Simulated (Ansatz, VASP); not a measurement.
**Two plane-wave programs on Ag2ClF**

```
F Cl Ag
1.0
     1.98144    1.14398    5.43281
    -1.98144    1.14398    5.43281
     0.00000   -2.28797    5.43281
F Cl Ag
1 1 2
Direct
  0.00000 0.00000 0.00000
  0.50000 0.50000 0.50000
  0.26564 0.26564 0.26564
  0.73436 0.73436 0.73436
```

Alike in both runs: task single point; functional r2SCAN; k mesh 6 × 6 × 6; occupations fermi-dirac, width 0.02 eV; no spin polarisation.

|  | VASP | Ansatz |
| --- | --- | --- |
| version | VASP 6.6.1 | Ansatz 0.2.0 |
| potentials or method | VASP PAW PBE potentials, release 64 (F, Cl, Ag) | plane waves, PAW |
| plane-wave cutoff (eV) | 520 | 500 |
| valence electrons in the cell | 36 | 52 |

```csv
,VASP,Ansatz,Ansatz less VASP
pressure (GPa),-3.3,-3.2,+0.09
"traceless stress, the component that is largest in VASP (GPa)",0.51,0.54,+0.037
```

VASP's potentials were made for PBE, not for r2SCAN. VASP's potentials hold 36 valence electrons a cell and Ansatz's 52, so a difference there can come from the potentials and not from the codes.
